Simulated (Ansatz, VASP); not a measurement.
# Two plane-wave programs on Rb

```
Rb
1.0
    -2.80600    2.82705    2.82705
     2.80600   -2.78496    2.78496
     2.80600    2.78496   -2.78496
Rb
1
Direct
  0.00000 0.00000 0.00000
```

Change from the starting cell: strain +0.0150 x Voigt [0, 0, 0, 1, 0, 0], atoms carried along.

Alike in both runs: task single point; functional PBE; k mesh 12 × 12 × 12; occupations gaussian, width 0.15 eV; no spin polarisation.

|  | VASP | Ansatz |
| --- | --- | --- |
| version | VASP 6.6.1 | Ansatz 0.2.0 |
| potentials or method | VASP PAW PBE potentials, release 64 (Rb_sv), cutoff 520 eV | scalar-relativistic, plane waves, PAW |
| valence electrons in the cell | 9 | 9 |

|  | VASP | Ansatz | Ansatz less VASP |
| --- | --- | --- | --- |
| gap on the k mesh at the Fermi level (eV) | none | none | - |
| pressure (GPa) | 0.1 | 0.1 | 0.00 |

A gap of «none» marks a metal or a gap that the smearing closes.
